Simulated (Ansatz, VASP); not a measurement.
**Two plane-wave programs on Rh**

The input INCAR:

```
PREC = Accurate ; ENCUT = 520
EDIFF = 1E-6 ; ISMEAR = 0
SIGMA = 0.15 ; LREAL = False
LASPH = True ; NELM = 60
ALGO = Fast ; ISIF = 2
LWAVE = False ; LCHARG = False
GGA = PE ; NBANDS = 22
```

File KPOINTS:

```
Automatic mesh
0
Gamma
  18 18 10
```

File POSCAR:

```
Rh
1.0
    2.8339000000      0.0000000000      0.0000000000
   -1.4169500000      2.4542293918      0.0000000000
    0.0000000000      0.0000000000      4.1045000000
Rh
2
Direct
    0.6666666667      0.3333333333      0.7500000000
    0.3333333333      0.6666666667      0.2500000000
```

Input for Ansatz:

```yaml
crystal:
  lattice:
    - [2.8339, 0.0, 0.0]
    - [-1.41695, 2.4542293918, 0.0]
    - [0.0, 0.0, 4.1045]
  atoms:
    - { symbol: Rh, position: [0.6666666667, 0.3333333333, 0.75] }
    - { symbol: Rh, position: [0.3333333333, 0.6666666667, 0.25] }
basis:
  ecutwfc: 420
kpoints:
  mp_grid: { grid: [18, 18, 10] }
hamiltonian:
  xc: pbe
  pseudopotentials: { kind: paw, azcp: { folder: soft_1 } }
scf:
  occupations: { method: gaussian, width: 0.15 }
output:
  forces: true
  stress: true
  eigenvalues: true
```

Alike in both runs: task single point; functional PBE; k mesh 18 × 18 × 10; occupations gaussian, width 0.15 eV; no spin polarisation.

```csv
,VASP,Ansatz
version,VASP 6.6.1,Ansatz 0.2.0
potentials or method,"VASP PAW PBE potentials, release 64 (Rh_pv), cutoff 520 eV","scalar-relativistic, plane waves, PAW"
valence electrons in the cell,30,34
```

Ansatz gave:

```
gap on the k mesh at the Fermi level (eV)                     : none
pressure (GPa)                                                : 0.6
traceless stress, the component that is largest in VASP (GPa) : 15.33
```

Question: Which values does VASP return?

Answer: gap on the k mesh at the Fermi level (eV): none; pressure (GPa): 0.6; traceless stress, the component that is largest in VASP (GPa): 15.32.

A gap of «none» marks a metal or a gap that the smearing closes. With one functional, cell and mesh, what is left measures potentials, basis and numerics. VASP's potentials hold 30 valence electrons a cell and Ansatz's 34, so a difference there can come from the potentials and not from the codes.
